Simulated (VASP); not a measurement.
TaBi (CsCl type): single point with LDA

Crystal: TaBi (CsCl type).

```
Ta Bi
1.0
     3.02589    0.00000    0.00000
     0.00000    3.02589    0.00000
     0.00000    0.00000    3.02589
Ta Bi
1 1
Direct
  0.00000 0.00000 0.00000
  0.50000 0.50000 0.50000
```

This cell differs from its parent crystal: volume scaled by 0.68.

```json
{
 "Program": "VASP 6.6.1",
 "Task": "single point",
 "Functional": "LDA",
 "Potentials or basis": "VASP PAW LDA potentials, release 64 (Ta_pv, Bi_d)",
 "Cutoff": "520 eV",
 "k mesh": "11 × 11 × 11",
 "Occupations": "fermi-dirac, width 0.05 eV",
 "Spin": "no spin polarisation",
 "Dipole correction": "no",
 "Further INCAR settings": "ALGO = Normal; EDIFF = 1e-07; NBANDS = 20"
}
```

The pressure is 138.2 GPa and the band gap on the k mesh is zero (band 13 reaches 19.01 eV, above the bottom of band 14 at 14.44 eV).

Levels at points of the mesh, in eV from the Fermi level:
```tsv
k point	band 9	band 10	band 11	band 12	band 13	band 14	band 15	band 16	band 17	band 18
(0.00, 0.00, 0.00)	-17.90	-4.02	-4.02	1.41	1.41	1.41	2.35	2.35	2.35	8.27
```

Wall time 7.3 s on 1 thread of Intel(R) Xeon(R) 6975P-C (Granite Rapids), on a shared host, peak memory 0.14 GiB.

Caveat: spin-orbit coupling is left out, which moves the levels of the heavy elements.
